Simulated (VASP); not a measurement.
# TaN (rocksalt type) (Fm-3m) in VASP: relaxation of cell and atoms with r2SCAN

Aim: the relaxation of cell and atoms of TaN (rocksalt type) with r2SCAN.

Everything below comes from runs of VASP 6.6.1. Logs are shortened: lines on timing, memory, paths and dates and some standing lists are left out, and cuts for length are marked.

### 1 The cell of the first run

Symmetry: Fm-3m, No. 225, cubic system. Conventional cell: a = 4.309 Å, b = 4.309 Å, c = 4.309 Å, α = 90.00°, β = 90.00°, γ = 90.00°. Within 2.9 Å of Ta (site symmetry m-3m) lie 6 N at 2.15 Å. N (site symmetry m-3m) has 6 Ta at 2.15 Å within 2.9 Å.

### 2 Relaxation of cell and atoms, r2SCAN

POSCAR

```
TaN
1.0
    0.0000000000      2.1544346900      2.1544346900
    2.1544346900      0.0000000000      2.1544346900
    2.1544346900      2.1544346900      0.0000000000
Ta N
1 1
Direct
    0.0000000000      0.0000000000      0.0000000000
    0.5000000000      0.5000000000      0.5000000000
```

INCAR.step1

```
  PREC = Accurate
  ENCUT = 600
  ISMEAR = -1
  SIGMA = 0.05
  LREAL = False
  LASPH = True
  NELM = 60
  GGA = PE
  ALGO = Normal
  EDIFF = 1E-4
  LWAVE = True
  LCHARG = False
```

INCAR.step2

```
  PREC = Accurate
  ENCUT = 600
  EDIFF = 1E-6
  ISMEAR = -1
  SIGMA = 0.05
  LREAL = False
  LASPH = True
  NELM = 60
  ALGO = Normal
  ISIF = 3
  LWAVE = False
  LCHARG = False
  METAGGA = R2SCAN
  LMIXTAU = True
  IBRION = 2
  NSW = 60
  EDIFFG = -0.005
  ISTART = 1
```

KPOINTS

```
regular mesh
0
Gamma
  17 17 17
```

Potentials or basis: VASP PAW PBE potentials, release 64 (Ta_pv, N).

Launch:

```bash
cat potpaw_PBE.64/Ta_pv/POTCAR potpaw_PBE.64/N/POTCAR > POTCAR
cp INCAR.step1 INCAR
mpirun -np 1 vasp_std > vasp.out
cp INCAR.step2 INCAR
mpirun -np 1 vasp_std > vasp.out
```

OUTCAR:

```text
PREC = Accurate
   ENCUT = 600
   EDIFF = 1E-6
   ISMEAR = -1
   LREAL = False
   LASPH = True
   NELM = 60
   ISIF = 3
   METAGGA = R2SCAN
   IBRION = 2
   NSW = 60
   EDIFFG = -0.005
   ISTART = 1

 ion  position               nearest neighbor table
   1  0.000  0.000  0.000-   2 2.15   2 2.15   2 2.15   2 2.15   2 2.15   2 2.15
   2  0.500  0.500  0.500-   1 2.15   1 2.15   1 2.15   1 2.15   1 2.15   1 2.15

  LATTYP: Found a face centered cubic cell.
 ALAT       =     4.3088693800

  Lattice vectors:

 A1 = (   0.0000000000,   2.1544346900,   2.1544346900)
 A2 = (   2.1544346900,   0.0000000000,   2.1544346900)
 A3 = (   2.1544346900,   2.1544346900,   0.0000000000)

Analysis of symmetry for initial positions (statically):
=====================================================================
 Subroutine PRICEL returns:
 Original cell was already a primitive cell.

 Routine SETGRP: Setting up the symmetry group for a
 face centered cubic supercell.

 Subroutine GETGRP returns: Found 48 space group operations
 (whereof 48 operations were pure point group operations)
 out of a pool of 48 trial point group operations.

The static configuration has the point symmetry O_h .

Analysis of symmetry for dynamics (positions and initial velocities):
=====================================================================
 Subroutine PRICEL returns:
 Original cell was already a primitive cell.

 Routine SETGRP: Setting up the symmetry group for a
 face centered cubic supercell.

 Subroutine GETGRP returns: Found 48 space group operations
 (whereof 48 operations were pure point group operations)
 out of a pool of 48 trial point group operations.

The dynamic configuration has the point symmetry O_h .

 Subroutine INISYM returns: Found 48 space group operations
 (whereof 48 operations are pure point group operations),
 and found     1 'primitive' translations

----------------------------------------------------------------------------------------

                                     Primitive cell

  volume of cell :      20.0000

  direct lattice vectors                    reciprocal lattice vectors
     0.000000000  2.154434690  2.154434690    -0.232079442  0.232079442  0.232079442
     2.154434690  0.000000000  2.154434690     0.232079442 -0.232079442  0.232079442
     2.154434690  2.154434690  0.000000000     0.232079442  0.232079442 -0.232079442

  length of vectors
     3.046830758  3.046830758  3.046830758     0.401973384  0.401973384  0.401973384

  position of ions in fractional coordinates (direct lattice)
     0.000000000  0.000000000  0.000000000
     0.500000000  0.500000000  0.500000000

  ion indices of the primitive-cell ions
   primitive index   ion index
                 1           1
                 2           2

----------------------------------------------------------------------------------------

 KPOINTS: regular mesh

[... 79 lines left out ...]
   NUPDOWN=      -1.0000    fix difference up-down
   EMIN   =  10.00;   EMAX   =-10.00  energy-range for DOS
   EFERMI =   0.00;   METHOD = LEGACY
   ISMEAR =    -1;   SIGMA  =   0.05  broadening in eV -4-tet -1-fermi 0-gaus
   EFERMI_NEDOS =   21; number of points for ismear=-14 and -15
   IALGO  =     38    algorithm
   IMIX   =      4    mixing-type and parameters
     AMIX     =   0.40;   BMIX     =  1.00
     AMIX_MAG =   1.60;   BMIX_MAG =  1.00
  volume/ion in A,a.u.               =      10.00        67.48
  Fermi-wavevector in a.u.,A,eV,Ry     =   1.519748  2.871907 31.424465  2.309633
  Thomas-Fermi vector in A             =   2.628692
   LORBIT       =      0    0 simple, 1 ext, 2 COOP (PROOUT), +10 PAW based schemes
   METAGGA = R2SCAN    functional components
   LHFCALC =     F    Hartree Fock is set to
   AEXX    =    0.0000 exact exchange contribution
   IVDW    =     0    specifies the selected vdW correction
   LEPSILON=     F    determine dielectric tensor
   LRPA    =     F    only Hartree local field effects (RPA)
 conjugate gradient relaxation of ions
 non-spin polarized calculation
  energy-cutoff  :      600.00
  volume of cell :       20.00
 maximum number of plane-waves:       682
   NGX = 13   NGY = 13   NGZ = 13

--------------------------------------- Ionic step        1  -------------------------------------------

 number of electron      15.9999998 magnetization

 Free energy of the ion-electron system (eV)
  ---------------------------------------------------
  ext. energy  EPLUGINS =         0.00000000
  ---------------------------------------------------
  free energy    TOTEN  =       -59.52507777 eV

  energy without entropy =      -59.52010566  energy(sigma->0) =      -59.52259171

 E-fermi :  10.3035     XC(G=0): -14.8533

 val. band max:       10.2568442998   @ k =  -0.2353   0.2941   0.0588
 cond. band min:      10.3052716694   @ k =  -0.2941   0.2353   0.0588
 fundamental gap:      0.0484273696
 Fermi energy:        10.3034933518

 k-point     1 :       0.0000    0.0000    0.0000
  band No.  band energies     occupation
      1     -26.7088      2.00000
      2     -26.7088      2.00000
      3     -26.7088      2.00000
      4     -10.2168      2.00000
      5       5.9899      2.00000
      6       5.9899      2.00000
      7       5.9899      2.00000
      8       7.9757      2.00000
      9       7.9757      2.00000
     10       7.9757      2.00000
     11      10.4573      0.08822
     12      10.4573      0.08822
[... 446 lines left out ...]
  FREE ENERGIE OF THE ION-ELECTRON SYSTEM (eV)
  ---------------------------------------------------
  free  energy   TOTEN  =       -59.6310000291 eV

  energy  without entropy=      -59.6254931781  energy(sigma->0) =      -59.62824660

[... ionic steps 4 to 14 ...]

--------------------------------------- Ionic step       15  -------------------------------------------

 number of electron      16.0000003 magnetization

------------------------ aborting loop because EDIFF is reached ----------------------------------------
[... 67 lines left out ...]
--------------------------------------- Ionic step       17  -------------------------------------------

 number of electron      16.0000003 magnetization

 Free energy of the ion-electron system (eV)
  ---------------------------------------------------
  ext. energy  EPLUGINS =         0.00000000
  ---------------------------------------------------
  free energy    TOTEN  =       -59.63141327 eV

  energy without entropy =      -59.62593806  energy(sigma->0) =      -59.62867567

 E-fermi :   9.5435     XC(G=0): -14.4259

 val. band max:        9.5074762759   @ k =  -0.2353   0.2941   0.0588
 cond. band min:       9.5478680204   @ k =  -0.2941   0.2353   0.0588
 fundamental gap:      0.0403917445
 Fermi energy:         9.5434535133

 k-point     1 :       0.0000    0.0000    0.0000
  band No.  band energies     occupation
      1     -27.6039      2.00000
      2     -27.6039      2.00000
      3     -27.6039      2.00000
      4     -10.4160      2.00000
      5       5.4273      2.00000
      6       5.4273      2.00000
      7       5.4273      2.00000
      8       7.4051      2.00000
      9       7.4051      2.00000
     10       7.4051      2.00000
     11       9.6879      0.10535
     12       9.6879      0.10535
[... 374 lines left out ...]
  FREE ENERGIE OF THE ION-ELECTRON SYSTEM (eV)
  ---------------------------------------------------
  free  energy   TOTEN  =       -59.6314132748 eV

  energy  without entropy=      -59.6259380647  energy(sigma->0) =      -59.62867567

 reached required accuracy - stopping structural energy minimisation
```

It took 14 min on 1 thread of Intel Xeon 8259CL, shared host; peak memory 0.21 GiB.

What came out:

* Free energy: -59.6314 eV
* Relaxed volume: 10.68 Å³/atom
* Relaxed cell: a = 3.115 Å, b = 3.115 Å, c = 3.115 Å, α = 60.00°, β = 60.00°, γ = 60.00°
* Space group after relaxing (to 0.1 Å): Fm-3m (No. 225)
* Energy gained by relaxing: 53.2 meV/atom
* Ionic steps: 17
* Pressure after relaxing: -0.1 GPa
* Band gap on the k mesh: zero (bands 8 and 9 overlap by 4.01 eV)

Step by step:
| step | energy change (eV) | largest force (eV/Å) | pressure (GPa) | volume (Å³) |
| --- | --- | --- | --- | --- |
| 1 | 0.0000 | 0.0000 | 26.63 | 20.00 |
| 2 | 0.4543 | 0.0000 | -40.19 | 25.21 |
| 3 | -0.1059 | 0.0000 | -1.44 | 21.45 |
| 4 | -0.1063 | 0.0000 | -0.15 | 21.37 |
| 5 | -0.1063 | 0.0000 | 0.32 | 21.34 |
| 6 | -0.1063 | 0.0000 | 0.32 | 21.34 |
| 7 | -0.1063 | 0.0000 | 0.32 | 21.34 |
| 8 | -0.1063 | 0.0000 | 0.28 | 21.34 |
| 9 | -0.1063 | 0.0000 | 0.27 | 21.34 |
| 10 | -0.1063 | 0.0000 | 0.27 | 21.34 |
| 11 | -0.1063 | 0.0000 | 0.27 | 21.34 |
| 12 | -0.1063 | 0.0000 | 0.27 | 21.34 |
| 13 | -0.1063 | 0.0000 | 0.27 | 21.34 |
| 14 | -0.1063 | 0.0000 | 0.26 | 21.35 |
| 15 | -0.1063 | 0.0000 | 0.25 | 21.35 |
| 16 | -0.1063 | 0.0000 | 0.12 | 21.35 |
| 17 | -0.1063 | 0.0000 | -0.07 | 21.36 |

Final structure:
```yaml
crystal:
  lattice:
    - [0.00000, 2.20237, 2.20237]
    - [2.20237, 0.00000, 2.20237]
    - [2.20237, 2.20237, 0.00000]
  atoms:
    - { symbol: Ta, position: [0.00000, 0.00000, 0.00000] }
    - { symbol: N, position: [0.50000, 0.50000, 0.50000] }
```

Levels at points of the mesh, in eV from the Fermi level:
```csv
k point,band 6,band 7,band 8,band 9,band 10,band 11
"(0.00, 0.00, 0.00)",-4.12,-4.12,-2.14,-2.14,-2.14,0.14
```

Caveat: the PAW data sets were made with another functional, which shifts forces and pressure a little; spin-orbit coupling is left out, which moves the levels of the heavy elements.
